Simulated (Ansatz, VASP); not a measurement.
**Mo in VASP and in Ansatz**

The input INCAR:

```
PREC = Accurate
ENCUT = 520
EDIFF = 1E-6
ISMEAR = 0
SIGMA = 0.15
LREAL = False
LASPH = True
NELM = 60
ALGO = Normal
ISIF = 2
LWAVE = False
LCHARG = False
GGA = PE
NBANDS = 13
```

File KPOINTS:

```
regular mesh
0
Gamma
  20 20 20
```

Contents of POSCAR:

```
Mo
1.0
   -1.6671315038      1.6671315038      1.4063952971
    1.6671315038     -1.6671315038      1.4063952971
    1.6671315038      1.6671315038     -1.4063952971
Mo
1
Direct
    0.0000000000      0.0000000000      0.0000000000
```

Input for Ansatz:

```yaml
crystal:
  lattice:
    - [-1.6671315038, 1.6671315038, 1.4063952971]
    - [1.6671315038, -1.6671315038, 1.4063952971]
    - [1.6671315038, 1.6671315038, -1.4063952971]
  atoms:
    - { symbol: Mo, position: [0.0, 0.0, 0.0] }
basis:
  ecutwfc: 420
kpoints:
  mp_grid: { grid: [20, 20, 20] }
hamiltonian:
  xc: pbe
scf:
  occupations: { method: gaussian, width: 0.15 }
output:
  forces: true
  stress: true
  eigenvalues: true
```

Change from the starting cell: strain +e along x and -e along y +0.0000, strain +e along z and -e/2 along x and y -0.1100.

Alike in both runs: task single point; functional PBE; k mesh 20 × 20 × 20; occupations gaussian, width 0.15 eV; no spin polarisation.

|  | VASP | Ansatz |
| --- | --- | --- |
| version | VASP 6.6.1 | Ansatz 0.2.0 |
| potentials or method | VASP PAW PBE potentials, release 64 (Mo_sv), cutoff 520 eV | scalar-relativistic, plane waves, PAW |
| valence electrons in the cell | 14 | 14 |

VASP gave:

```
gap on the k mesh at the Fermi level (eV)                     : none
pressure (GPa)                                                : 6.4
traceless stress, the component that is largest in VASP (GPa) : 23.31
```

**Question.** What did Ansatz give for the same quantities?

**Answer.** gap on the k mesh at the Fermi level (eV): none; pressure (GPa): 5.9; traceless stress, the component that is largest in VASP (GPa): 23.29.

A gap of «none» marks a metal or a gap that the smearing closes.
